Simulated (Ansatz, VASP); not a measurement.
One calculation of Ge, two programs

```
CELL_PARAMETERS angstrom
0.00000 2.82240 2.82240
2.82240 0.00000 2.82240
2.82240 2.82240 0.00000
ATOMIC_POSITIONS crystal
Ge 0.00000 0.00000 0.00000
Ge 0.25000 0.25000 0.25000
```

Change from the starting cell: volume scaled by 0.9405, crystal datasets.

Alike in both runs: task electric field gradients; functional PBE; k mesh 11 × 11 × 11; occupations fermi-dirac, width 0.05 eV; no spin polarisation.

|  | VASP | Ansatz |
| --- | --- | --- |
| version | VASP 6.6.1 | Ansatz 0.2.0 |
| potentials or method | VASP PAW PBE potentials, release 64 (Ge_d), cutoff 520 eV | all-electron PAW with datasets made for the crystal, scalar-relativistic |

|  | VASP | Ansatz | Ansatz less VASP |
| --- | --- | --- | --- |
| pressure (GPa) | 4.1 | 4.2 | +0.06 |

Ansatz ran all-electron here, and VASP with PAW potentials.
